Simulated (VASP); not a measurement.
## Se: single point with PBE

Se:

```
Se
1.0
     2.05271    0.00000    0.00000
     0.00000    2.05271    0.00000
     0.00000    0.00000    2.05271
Se
1
Direct
  0.00000 0.00000 0.00000
```

- Program: VASP 6.6.1
- Task: single point
- Functional: PBE
- Potentials or basis: VASP PAW PBE potentials, release 64 (Se)
- Cutoff: 520 eV
- k mesh: 18 × 18 × 18
- Occupations: fermi-dirac, width 0.1 eV
- Spin: no spin polarisation

```
Pressure               : 472.0 GPa
Band gap on the k mesh : zero (band 3 reaches 31.90 eV, above the bottom of band 4 at 16.46 eV)
```

Levels at points of the mesh, in eV from the Fermi level:
| k point | band 1 | band 2 | band 3 | band 4 | band 5 | band 6 |
| --- | --- | --- | --- | --- | --- | --- |
| (0.00, 0.00, 0.00) | -29.80 | 3.98 | 3.98 | 3.98 | 6.40 | 6.40 |
| (0.50, 0.00, 0.00) | -22.02 | -19.21 | 10.38 | 10.38 | 11.57 | 16.96 |
| (0.50, 0.50, 0.00) | -13.36 | -13.36 | -13.11 | -5.06 | 17.53 | 22.26 |
| (0.50, 0.50, 0.50) | -7.66 | -7.66 | -7.66 | -0.85 | 1.24 | 1.24 |

It took 4.4 s on 1 thread of Intel(R) Xeon(R) 6975P-C (Granite Rapids), on a shared host, peak memory 0.12 GiB.
